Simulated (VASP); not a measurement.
Wanted: the native input for a VASP 6.6.1 run.

```yaml
Task: single point
Functional: PBE
Potentials_or_basis: VASP PAW PBE potentials, release 64 (Al, Ni)
Cutoff: 520 eV
k_mesh: 16 × 16 × 16
Occupations: gaussian, width 0.15 eV
Spin: no spin polarisation
Dipole_correction: no
Further_INCAR_settings: ALGO = Fast; EDIFF = 1e-07; NBANDS = 14
```

The structure of AlNi lies in POSCAR:

```
AlNi
1.0
    1.9405291957     -1.9404970834      0.0000000000
    1.9405291957      1.9404970834      0.0000000000
    0.0000000000      0.0000000000      2.7458000000
Al Ni
1 1
Direct
    0.0000000000      0.0000000000      0.0000000000
    0.5000000000      0.5000000000      0.5000000000
```

These files were run (other wordings do the same):

INCAR

```
PREC = Accurate ; ENCUT = 520
EDIFF = 1E-7 ; ISMEAR = 0
SIGMA = 0.15 ; LREAL = F
LASPH = T ; NELM = 80
ALGO = Fast ; ISIF = 2
LWAVE = F ; LCHARG = T
GGA = PE ; LELF = T
LVHAR = T ; NBANDS = 14
```

KPOINTS

```
Automatic mesh
0
Gamma
  16 16 16
```

Potentials or basis: VASP PAW PBE potentials, release 64 (Al, Ni).

Launch:

```bash
$ cat potpaw_PBE.64/Al/POTCAR potpaw_PBE.64/Ni/POTCAR > POTCAR
$ mpirun -np 1 vasp_std > vasp.out
```

It gave:

```yaml
Pressure: 35.2 GPa
Band_gap_on_the_k_mesh: zero (an odd number of electrons rules out a gap without spin polarisation)
```

Caveat: the cell stands under pressure.

Wall time 2.5 min on 1 thread of Intel(R) Xeon(R) Platinum 8259CL CPU @ 2.50GHz (Skylake/Cascade Lake), with other jobs on the host, peak memory 0.3 GiB.
